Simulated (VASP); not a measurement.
Write the native input for VASP 6.6.1 that does the following.

```
Task                   : single point
Functional             : PBE
Potentials or basis    : VASP PAW PBE potentials, release 64 (Al, N)
Cutoff                 : 520 eV
k mesh                 : 10 × 10 × 10
Occupations            : gaussian, width 0.05 eV
Spin                   : no spin polarisation
Dipole correction      : no
Further INCAR settings : ALGO = Normal; EDIFF = 1e-07; NBANDS = 11
```

The structure of AlN lies in POSCAR:

```
AlN
1.0
    0.0000000000      2.0955535400      2.0650357700
    2.0955535400      0.0000000000      2.0650357700
    2.0955535400      2.0955535400      0.0000000000
Al N
1 1
Direct
    0.5000000000      0.5000000000      0.5000000000
    0.0000000000      0.0000000000      0.0000000000
```

This cell differs from its parent crystal: strain +0.030 along x and y, +0.015 along z.

One way to write it, as run:

INCAR

```
PREC     = Accurate       # precision mode
ENCUT    = 520            # plane-wave cutoff, eV
EDIFF    = 1E-7           # SCF threshold, eV
ISMEAR   = 0              # smearing method
SIGMA    = 0.05           # smearing width, eV
LREAL    = False          # projectors in reciprocal space
LASPH    = True           # aspherical terms in the spheres
NELM     = 60             # most SCF steps
ALGO     = Normal         # electronic algorithm
ISIF     = 2              # what is computed and relaxed
LWAVE    = False          # write WAVECAR
LCHARG   = False          # write CHGCAR
GGA      = PE             # functional
NBANDS   = 11             # bands
```

KPOINTS

```
Automatic mesh
0
Gamma
  10 10 10
```

Potentials or basis: VASP PAW PBE potentials, release 64 (Al, N).

Run with:

```console
$ cat potpaw_PBE.64/Al/POTCAR potpaw_PBE.64/N/POTCAR > POTCAR
$ mpirun -np 1 vasp_std > vasp.out
```

It gave:

- Pressure: -16.0 GPa
- Band gap on the k mesh: 3.63 eV, indirect (least direct gap 4.36 eV)

Caveat: the cell differs from its parent crystal (strain +0.030 along x and y, +0.015 along z).

Run time: 7.3 s on 1 thread of Intel(R) Xeon(R) 6975P-C (Granite Rapids) (shared host), peak memory 0.14 GiB.
